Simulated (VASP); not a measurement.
# TlCo2 (P6/mmm) in VASP: further runs

Runs on TlCo2. Level: PBE. Tasks: single point.

All numbers are computed with VASP 6.6.1; they aren't measurements. Logs are shortened: lines on timing, memory, paths and dates and some standing lists are left out, and cuts for length are marked.

## Step 1: The cell of the first run

The structure is hexagonal, space group P6/mmm (No. 191). Conventional cell: a = 3.666 Å, b = 3.666 Å, c = 3.959 Å, α = 90.00°, β = 90.00°, γ = 120.00°. Within 3.8 Å of Tl (site symmetry 6/mmm) lie 12 Co at 2.90 Å and 6 Tl at 3.67 Å. Within 2.8 Å of Co (site symmetry -6m2) lie 3 Co at 2.12 Å.

## Step 2: Single point, PBE, collinear spin, ferromagnetic start

Input file INCAR:

```
PREC = Accurate
ENCUT = 520
EDIFF = 1E-6
ISMEAR = 0
SIGMA = 0.1
LREAL = F
LASPH = T
NELM = 150
ALGO = Fast
ISIF = 2
LWAVE = F
LCHARG = F
ISPIN = 2
MAGMOM = 0 3 3
LORBIT = 11
LMAXMIX = 4
GGA = PE
NBANDS = 26
```

Input file KPOINTS:

```
Automatic mesh
0
Gamma
  6 6 4
```

Input file POSCAR:

```
TlCo2
1.0
    3.6664061795      0.0000000000      0.0000000000
   -1.8332030898      3.1752008921      0.0000000000
    0.0000000000      0.0000000000      3.9587442137
Tl Co
1 2
Direct
    0.0000000000      0.0000000000      0.0000000000
    0.3333333333      0.6666666667      0.5000000000
    0.6666666667      0.3333333333      0.5000000000
```

Potentials or basis: VASP PAW PBE potentials, release 64 (Tl_d, Co).

The run is started by

```
cat potpaw_PBE.64/Tl_d/POTCAR potpaw_PBE.64/Co/POTCAR > POTCAR
mpirun -np 1 vasp_std > vasp.out
```

OUTCAR:

```text
PREC = Accurate
   ENCUT = 520
   EDIFF = 1E-6
   ISMEAR = 0
   LREAL = F
   LASPH = T
   NELM = 150
   ISIF = 2
   ISPIN = 2
   LORBIT = 11
   GGA = PE

 ion  position               nearest neighbor table
   1  0.000  0.000  0.000-   2 2.90   3 2.90   2 2.90   3 2.90   3 2.90   3 2.90   2 2.90   2 2.90
                             3 2.90   3 2.90   2 2.90   2 2.90
   2  0.333  0.667  0.500-   3 2.12   3 2.12   3 2.12   1 2.90   1 2.90   1 2.90   1 2.90   1 2.90
                             1 2.90
   3  0.667  0.333  0.500-   2 2.12   2 2.12   2 2.12   1 2.90   1 2.90   1 2.90   1 2.90   1 2.90
                             1 2.90

  LATTYP: Found a hexagonal cell.
 ALAT       =     3.6664061795
 C/A-ratio  =     1.0797342193

  Lattice vectors:

 A1 = (   3.6664061795,   0.0000000000,   0.0000000000)
 A2 = (  -1.8332030898,   3.1752008921,   0.0000000000)
 A3 = (   0.0000000000,   0.0000000000,   3.9587442137)

Analysis of symmetry for initial positions (statically):
=====================================================================
 Subroutine PRICEL returns:
 Original cell was already a primitive cell.

 Routine SETGRP: Setting up the symmetry group for a
 hexagonal supercell.

 Subroutine GETGRP returns: Found 24 space group operations
 (whereof 24 operations were pure point group operations)
 out of a pool of 24 trial point group operations.

The static configuration has the point symmetry D_6h.

Analysis of symmetry for dynamics (positions and initial velocities):
=====================================================================
 Subroutine PRICEL returns:
 Original cell was already a primitive cell.

 Routine SETGRP: Setting up the symmetry group for a
 hexagonal supercell.

 Subroutine GETGRP returns: Found 24 space group operations
 (whereof 24 operations were pure point group operations)
 out of a pool of 24 trial point group operations.

The dynamic configuration has the point symmetry D_6h.

Analysis of structural, dynamic, and magnetic symmetry:
=====================================================================
 Subroutine PRICEL returns:
 Original cell was already a primitive cell.

 Routine SETGRP: Setting up the symmetry group for a
 hexagonal supercell.

 Subroutine GETGRP returns: Found 24 space group operations
 (whereof 24 operations were pure point group operations)
 out of a pool of 24 trial point group operations.

The overall configuration has the point symmetry D_6h.

 Subroutine INISYM returns: Found 24 space group operations
 (whereof 24 operations are pure point group operations),
 and found     1 'primitive' translations

----------------------------------------------------------------------------------------

                                     Primitive cell

  volume of cell :      46.0860

  direct lattice vectors                    reciprocal lattice vectors
     3.666406180  0.000000000  0.000000000     0.272746649  0.157470351  0.000000000
    -1.833203090  3.175200892  0.000000000     0.000000000  0.314940703  0.000000000
     0.000000000  0.000000000  3.958744214     0.000000000  0.000000000  0.252605358

  length of vectors
     3.666406180  3.666406180  3.958744214     0.314940703  0.314940703  0.252605358

  position of ions in fractional coordinates (direct lattice)
     0.000000000  0.000000000  0.000000000
     0.333333333  0.666666667  0.500000000
     0.666666667  0.333333333  0.500000000

  ion indices of the primitive-cell ions
   primitive index   ion index
                 1           1
                 2           2
                 3           3

----------------------------------------------------------------------------------------

 KPOINTS: Automatic mesh

Automatic generation of k-mesh.
 Grid dimensions read from file:
 generate k-points for:    6    6    4

 Generating k-lattice:

  Cartesian coordinates                     Fractional coordinates (reciprocal lattice)
     0.045457775  0.026245059  0.000000000     0.166666667  0.000000000  0.000000000
     0.000000000  0.052490117  0.000000000     0.000000000  0.166666667  0.000000000
     0.000000000  0.000000000  0.063151340     0.000000000  0.000000000  0.250000000

  Length of vectors
     0.052490117  0.052490117  0.063151340

  Shift w.r.t. Gamma in fractional coordinates (k-lattice)
     0.000000000  0.000000000  0.000000000

 Subroutine IBZKPT returns following result:
 ===========================================

 Found     21 irreducible k-points:

 Following reciprocal coordinates:
            Coordinates               Weight
  0.000000  0.000000  0.000000      1.000000
  0.166667 -0.000000  0.000000      6.000000
  0.333333 -0.000000  0.000000      6.000000
  0.500000  0.000000  0.000000      3.000000
  0.166667  0.166667  0.000000      6.000000
  0.333333  0.166667  0.000000     12.000000
[... 13 lines left out ...]
  0.333333  0.166667  0.500000     12.000000
  0.333333  0.333333  0.500000      2.000000
   k-points           NKPTS =     21   k-points in BZ     NKDIM =     21   number of bands    NBANDS=     26
   number of dos      NEDOS =    301   number of ions     NIONS =      3
   total plane-waves  NPLWV =  23520
   dimension x,y,z NGX =    28 NGY =   28 NGZ =   30
   dimension x,y,z NGXF=    56 NGYF=   56 NGZF=   60
   ions per type =               1   2
   NGX,Y,Z   is equivalent  to a cutoff of  12.70, 12.70, 12.60 a.u.
   NGXF,Y,Z  is equivalent  to a cutoff of  25.39, 25.39, 25.20 a.u.
 SYSTEM =  unknown system
   PREC   = accura    normal or accurate (medium, high low for compatibility)
   ISTART =      0    job   : 0-new  1-cont  2-samecut
   ICHARG =      2    charge: 1-file 2-atom 10-const
   ISPIN  =      2    spin polarized calculation?
   LNONCOLLINEAR =      F non collinear calculations
   LSORBIT =      F    spin-orbit coupling
   LASPH  =      T    aspherical Exc in radial PAW
   ENCUT  =  520.0 eV  38.22 Ry    6.18 a.u.   6.82  6.82  7.36*2*pi/ulx,y,z
   NELM   =    150;   NELMIN=  2; NELMDL= -5     # of ELM steps
   EDIFF  = 0.1E-05   stopping-criterion for ELM
   LREAL  =      F    real-space projection
   EDIFFG = 0.1E-04   stopping-criterion for IOM
   NSW    =      0    number of steps for IOM
   IBRION =     -1    ionic relax: 0-MD 1-quasi-New 2-CG
   NFREE  =      0    steps in history (QN), initial steepest desc. (CG)
[... 21 lines left out ...]
   AEXX    =    0.0000 exact exchange contribution
   IVDW    =     0    specifies the selected vdW correction
   LEPSILON=     F    determine dielectric tensor
   LRPA    =     F    only Hartree local field effects (RPA)
 spin polarized calculation
 RMM-DIIS sequential band-by-band and
 Gauss-broadening in eV      SIGMA  =   0.10
  energy-cutoff  :      520.00
  volume of cell :       46.09
 maximum number of plane-waves:      1262
 NGX is ok and might be reduce to    28

 number of electron      30.9999990 magnetization       2.0086871

 Free energy of the ion-electron system (eV)
  ---------------------------------------------------
  ext. energy  EPLUGINS =         0.00000000
  ---------------------------------------------------
  free energy    TOTEN  =       -14.24428454 eV

  energy without entropy =      -14.23178836  energy(sigma->0) =      -14.23803645

 E-fermi :   9.2492     XC(G=0): -12.1354

 val. band max:        9.2474904478   @ k =   0.1667   0.1667   0.2500
 cond. band min:       9.2714213509   @ k =   0.0000   0.0000   0.5000
 fundamental gap:      0.0239309031
 Fermi energy:         9.2492415136

 spin component 1

 k-point     1 :       0.0000    0.0000    0.0000
  band No.  band energies     occupation
      1      -2.4955      1.00000
      2      -2.3197      1.00000
      3      -2.3197      1.00000
      4      -2.1844      1.00000
      5      -2.1844      1.00000
      6      -1.0233      1.00000
[... 18 lines left out ...]
     25      24.4721      0.00000
     26      25.7516      0.00000

 k-point     2 :       0.1667   -0.0000    0.0000
  band No.  band energies     occupation
      1      -2.4582      1.00000
      2      -2.3480      1.00000
      3      -2.2427      1.00000
      4      -2.2362      1.00000
      5      -2.2060      1.00000
      6      -0.5585      1.00000
[... 18 lines left out ...]
     25      22.1352      0.00000
     26      22.9747      0.00000

 k-point     3 :       0.3333   -0.0000    0.0000
  band No.  band energies     occupation
      1      -2.4826      1.00000
      2      -2.3352      1.00000
      3      -2.3256      1.00000
      4      -2.2488      1.00000
      5      -2.0830      1.00000
      6       0.7969      1.00000
[... 485 lines left out ...]
 k-point    20 :       0.3333    0.1667    0.5000
  band No.  band energies     occupation
      1      -2.5219      1.00000
      2      -2.3650      1.00000
      3      -2.3372      1.00000
      4      -2.1008      1.00000
      5      -2.0053      1.00000
      6       2.8370      1.00000
[... 18 lines left out ...]
     25      25.1012      0.00000
     26      25.4837      0.00000

 k-point    21 :       0.3333    0.3333    0.5000
  band No.  band energies     occupation
      1      -2.4461      1.00000
      2      -2.4461      1.00000
      3      -2.1946      1.00000
      4      -2.1946      1.00000
      5      -2.0265      1.00000
      6       3.0707      1.00000
[... 18 lines left out ...]
     25      24.4727      0.00000
     26      24.9441      0.00000
 Fermi energy:         9.2492415136

 spin component 2

 k-point     1 :       0.0000    0.0000    0.0000
  band No.  band energies     occupation
      1      -2.5075      1.00000
      2      -2.3331      1.00000
      3      -2.3331      1.00000
      4      -2.1960      1.00000
      5      -2.1960      1.00000
      6      -1.0640      1.00000
[... 18 lines left out ...]
     25      24.4161      0.00000
     26      25.8695      0.00000

 k-point     2 :       0.1667   -0.0000    0.0000
  band No.  band energies     occupation
      1      -2.4703      1.00000
      2      -2.3615      1.00000
      3      -2.2550      1.00000
      4      -2.2486      1.00000
      5      -2.2165      1.00000
      6      -0.5989      1.00000
[... 18 lines left out ...]
     25      22.2305      0.00000
     26      23.0563      0.00000

 k-point     3 :       0.3333   -0.0000    0.0000
  band No.  band energies     occupation
      1      -2.4960      1.00000
      2      -2.3495      1.00000
      3      -2.3384      1.00000
      4      -2.2571      1.00000
      5      -2.0929      1.00000
      6       0.7623      1.00000
[... 485 lines left out ...]
 k-point    20 :       0.3333    0.1667    0.5000
  band No.  band energies     occupation
      1      -2.5375      1.00000
      2      -2.3791      1.00000
      3      -2.3523      1.00000
      4      -2.1107      1.00000
      5      -2.0134      1.00000
      6       2.9801      1.00000
[... 18 lines left out ...]
     25      25.2378      0.00000
     26      25.6156      0.00000

 k-point    21 :       0.3333    0.3333    0.5000
  band No.  band energies     occupation
      1      -2.4621      1.00000
      2      -2.4621      1.00000
      3      -2.2067      1.00000
      4      -2.2067      1.00000
      5      -2.0351      1.00000
      6       3.3318      1.00000
[... 18 lines left out ...]
     25      24.4104      0.00000
     26      25.1185      0.00000

------------------------ aborting loop because EDIFF is reached ----------------------------------------

  FORCE on cell =-STRESS in cart. coord.  units (eV):
  Direction    XX          YY          ZZ          XY          YZ          ZX
  --------------------------------------------------------------------------------------
  -------------------------------------------------------------------------------------
  Total        4.2601138      4.2601138      0.1328810     -0.0000000      0.0000000     -0.0000000
  in kB      148.1025585    148.1025585      4.6195986     -0.0000000      0.0000000     -0.0000000
  external PRESSURE =     100.2749052 kB  Pullay stress =       0.0000000 kB

 VOLUME and BASIS-vectors are now :
 -----------------------------------------------------------------------------
  energy-cutoff  :      520.00
  volume of cell :       46.09
      direct lattice vectors                 reciprocal lattice vectors
     3.666406180  0.000000000  0.000000000     0.272746649  0.157470351  0.000000000
    -1.833203090  3.175200892  0.000000000     0.000000000  0.314940703  0.000000000
     0.000000000  0.000000000  3.958744214     0.000000000  0.000000000  0.252605358

 POSITION                                       TOTAL-FORCE (eV/Angst)
 -----------------------------------------------------------------------------------
      0.00000      0.00000      0.00000         0.000000      0.000000      0.000000
     -0.00000      2.11680      1.97937         0.000000      0.000000      0.000000
      1.83320      1.05840      1.97937        -0.000000     -0.000000     -0.000000
 -----------------------------------------------------------------------------------
    total drift:                               -0.000000      0.000000     -0.000000

  FREE ENERGIE OF THE ION-ELECTRON SYSTEM (eV)
  ---------------------------------------------------
  free  energy   TOTEN  =       -14.2442845426 eV

  energy  without entropy=      -14.2317883580  energy(sigma->0) =      -14.23803645

 total charge

# of ion       s       p       d       tot
------------------------------------------
    1        0.994   0.605   9.670  11.270
    2        0.524   0.441   7.448   8.413
    3        0.524   0.441   7.448   8.413
--------------------------------------------------
tot          2.042   1.487  24.567  28.095

 magnetization (x)

# of ion       s       p       d       tot
------------------------------------------
    1        0.011  -0.047  -0.004  -0.040
    2       -0.008  -0.016   1.071   1.047
    3       -0.008  -0.016   1.071   1.047
--------------------------------------------------
tot         -0.006  -0.079   2.139   2.054
```

Run time: 42 s. Hardware: 1 thread of Intel Xeon Platinum 8488C (Sapphire Rapids), shared host; peak memory 0.19 GiB.

What came out:

```
Free energy                                           : -14.2443 eV
Pressure                                              : 10.0 GPa
Net moment                                            : 2.01 μB per cell
Site moments                                          : Tl -0.04; Co +1.05 μB
Valence electrons inside the program's atomic spheres : Tl 11.27; Co 8.41
```

Stress tensor (GPa, compression positive):
```
14.81  0.00  0.00
 0.00 14.81  0.00
 0.00  0.00  0.46
```

Caveat: the k points lie up to 0.40 Å⁻¹ apart; spin-orbit coupling is left out, which moves the levels of the heavy elements.

## Step 3: Single point, PBE, collinear spin, ferromagnetic start

This run uses another cell than the first one, of 15.28 Å³/atom, 0.995 times its volume.

Input file INCAR:

```
ALGO = Normal ; EDIFF = 1E-6
ENCUT = 520 ; GGA = PE
ISIF = 2 ; ISMEAR = 0
ISPIN = 2 ; LASPH = True
LCHARG = False ; LMAXMIX = 4
LORBIT = 11 ; LREAL = False
LWAVE = False ; MAGMOM = 0 1.17 1.17
NBANDS = 26 ; NELM = 150
PREC = Accurate ; SIGMA = 0.1
```

Input file KPOINTS:

```
k-points
0
Gamma
  6 6 4
```

Input file POSCAR:

```
TlCo2
1.0
    4.1612405376      0.0000000000      0.0000000000
   -2.0806202689      3.6037400168      0.0000000000
    0.0000000000      0.0000000000      3.0570814242
Tl Co
1 2
Direct
    0.0000000000      0.0000000000      0.0000000000
    0.3333333333      0.6666666667      0.5000000000
    0.6666666667      0.3333333333      0.5000000000
```

Potentials or basis: VASP PAW PBE potentials, release 64 (Tl_d, Co).

The run is started by

```
cat potpaw_PBE.64/Tl_d/POTCAR potpaw_PBE.64/Co/POTCAR > POTCAR
mpirun -np 1 vasp_std > vasp.out
```

Run time: 44 s. Hardware: 1 thread of Intel Xeon Platinum 8488C (Sapphire Rapids), shared host; peak memory 0.2 GiB.

The run converged. Its results:

```
Free energy                                           : -14.6088 eV
Pressure                                              : -0.2 GPa
Net moment                                            : 3.08 μB per cell
Site moments                                          : Tl -0.03; Co +1.58 μB
Valence electrons inside the program's atomic spheres : Tl 11.37; Co 8.09
```

Stress tensor (GPa, compression positive):
```
-0.33  0.00  0.00
 0.00 -0.33  0.00
 0.00  0.00 -0.01
```

Levels at points of the mesh, in eV from the Fermi level:
Spin up:
```
           k point  band 15  band 16  band 17  band 18  band 19  band 20
(0.00, 0.00, 0.00)    -1.43    -1.43     3.52     3.86     3.86     4.94
(0.50, 0.00, 0.00)    -1.38    -1.22    -1.00    -0.88     3.46     9.97
(0.00, 0.00, 0.50)    -2.08    -0.92    -0.88     6.52     6.52     6.60
(0.50, 0.00, 0.50)    -0.94    -0.62    -0.41    -0.24     1.50     4.95
```
Spin down:
```tsv
k point	band 10	band 11	band 12	band 13	band 14	band 15	band 16	band 17	band 18	band 19
(0.00, 0.00, 0.00)	-1.28	-1.28	-0.90	-0.73	-0.73	0.40	0.40	3.64	4.51	4.51
(0.50, 0.00, 0.00)	-1.59	-1.13	-1.01	-0.80	-0.73	0.09	0.35	0.47	0.69	4.10
(0.00, 0.00, 0.50)	-1.07	-1.07	-0.75	-0.75	-0.52	-0.52	0.37	0.61	6.76	6.76
(0.50, 0.00, 0.50)	-1.88	-1.84	-1.61	0.28	0.29	0.62	0.72	0.94	0.96	2.28
```

Caveat: the k points lie up to 0.51 Å⁻¹ apart; spin-orbit coupling is left out, which moves the levels of the heavy elements.

## Step 4: Single point, PBE, collinear spin, ferromagnetic start

This run uses another cell than the first one, of the same volume but with other edges.

Input file INCAR:

```
SYSTEM = TlCo2
  ALGO = Normal
  EDIFF = 1E-7
  ENCUT = 520
  GGA = PE
  ISIF = 2
  ISMEAR = 0
  ISPIN = 2
  LASPH = .TRUE.
  LCHARG = .FALSE.
  LMAXMIX = 4
  LORBIT = 11
  LREAL = .FALSE.
  LWAVE = .FALSE.
  MAGMOM = 0 1.78 1.78
  NBANDS = 26
  NELM = 150
  PREC = Accurate
  SIGMA = 0.1
```

Input file KPOINTS:

```
k-points
0
G
  6 6 6
  0 0 0
```

Input file POSCAR:

```
TlCo2
1.0
    4.1119976766      0.0000000000      0.0000000000
   -2.0559988383      3.5610944482      0.0000000000
    0.0000000000      0.0000000000      3.1444934307
Tl Co
1 2
Direct
    0.0000000000      0.0000000000      0.0000000000
    0.3333333333      0.6666666667      0.5000000000
    0.6666666667      0.3333333333      0.5000000000
```

The run is started by

```
cat potpaw_PBE.64/Tl_d/POTCAR potpaw_PBE.64/Co/POTCAR > POTCAR
mpirun -np 1 vasp_std > vasp.out
```

Run time: 48 s. Hardware: 1 thread of Intel Xeon Platinum 8488C (Sapphire Rapids), shared host; peak memory 0.2 GiB.

The run converged. Its results:

| Item | Value |
| --- | --- |
| Free energy | -14.5614 eV |
| Pressure | -0.2 GPa |
| Net moment | 2.95 μB per cell |
| Site moments | Tl -0.04; Co +1.52 μB |
| Valence electrons inside the program's atomic spheres | Tl 11.36; Co 8.12 |

Levels at points of the mesh, in eV from the Fermi level:
Spin up:
```tsv
k point	band 14	band 15	band 16	band 17	band 18	band 19	band 20	band 21
(0.00, 0.00, 0.00)	-2.08	-1.36	-1.36	3.88	4.15	4.15	5.24	5.24
(0.50, 0.00, 0.00)	-1.64	-1.30	-1.13	-0.75	-0.74	3.71	9.31	10.95
(0.00, 0.00, 0.50)	-1.96	-1.96	-1.19	-1.02	6.59	6.59	6.74	6.74
(0.50, 0.00, 0.50)	-1.19	-0.97	-0.79	-0.41	-0.24	1.33	4.94	5.34
```
Spin down:
```tsv
k point	band 11	band 12	band 13	band 14	band 15	band 16	band 17	band 18
(0.00, 0.00, 0.00)	-1.27	-0.92	-0.92	-0.73	0.30	0.30	3.99	4.72
(0.50, 0.00, 0.00)	-1.02	-0.99	-0.91	-0.78	-0.03	0.38	0.40	0.78
(0.00, 0.00, 0.50)	-1.10	-0.79	-0.79	-0.53	-0.53	0.23	0.60	6.78
(0.50, 0.00, 0.50)	-1.89	-1.66	0.26	0.33	0.60	0.65	0.86	0.88
```

Caveat: spin-orbit coupling is left out, which moves the levels of the heavy elements.

## Step 5: The runs side by side

```tsv
cell	k mesh	gap on the mesh (eV)	pressure (GPa)	moment (μB)
a = 3.666, b = 3.666, c = 3.959 Å, angles 90.0, 90.0, 120.0°, 3 atoms	6 × 6 × 4	none	10.0	2.01
a = 4.161, b = 4.161, c = 3.057 Å, angles 90.0, 90.0, 120.0°, 3 atoms	6 × 6 × 4	none	-0.2	3.08
a = 4.112, b = 4.112, c = 3.144 Å, angles 90.0, 90.0, 120.0°, 3 atoms	6 × 6 × 6	none	-0.2	2.95
```

Alike in all rows: task single point; level PBE; potentials or basis VASP PAW PBE potentials, release 64 (Tl_d, Co); spin collinear, ferromagnetic start; cutoff (eV) 520; smearing gaussian 0.1 eV.

Caveats: some runs use coarse meshes; spin-orbit coupling is left out, which moves the levels of the heavy elements.

Absolute energies hang on the potentials; compare differences alone.
